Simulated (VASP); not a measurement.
Write the native input for VASP 6.6.1 that does the following.

```
Task                   : single point
Functional             : PBEsol
Potentials or basis    : VASP PAW PBE potentials, release 64 (Ba_sv)
Cutoff                 : 520 eV
k mesh                 : 14 × 14 × 14
Occupations            : gaussian, width 0.15 eV
Spin                   : no spin polarisation
Dipole correction      : no
Further INCAR settings : ALGO = Normal; EDIFF = 1e-06; NBANDS = 11
```

The structure of Ba lies in POSCAR:

```
Ba
1.0
    0.0000000000      3.1219907031      3.1219907031
    3.1219907031      0.0000000000      3.1219907031
    3.1219907031      3.1219907031      0.0000000000
Ba
1
Direct
    0.0000000000      0.0000000000      0.0000000000
```

This isn't the form of Ba at room conditions, which is bcc.

These files were run (other wordings do the same):

INCAR

```
SYSTEM = Ba
ALGO = Normal
EDIFF = 1E-6
ENCUT = 520
GGA = PS
ISIF = 2
ISMEAR = 0
LASPH = .TRUE.
LCHARG = .FALSE.
LREAL = .FALSE.
LWAVE = .FALSE.
NBANDS = 11
NELM = 80
PREC = Accurate
SIGMA = 0.15
```

KPOINTS

```
k-points
0
G
  14 14 14
  0 0 0
```

Potentials or basis: VASP PAW PBE potentials, release 64 (Ba_sv).

Run with:

```bash
$ cat potpaw_PBE.64/Ba_sv/POTCAR > POTCAR
$ mpirun -np 1 vasp_std > vasp.out
```

Results of the run:

The pressure is -0.2 GPa and the band gap on the k mesh is zero (bands 5 and 6 overlap by 0.34 eV).

Caveat: the PAW data sets were made with another functional, which shifts forces and pressure a little; spin-orbit coupling is left out, which moves the levels of the heavy elements.

Wall time 19 s on 1 thread of Intel(R) Xeon(R) 6975P-C (Granite Rapids), with other jobs on the host, peak memory 0.24 GiB.
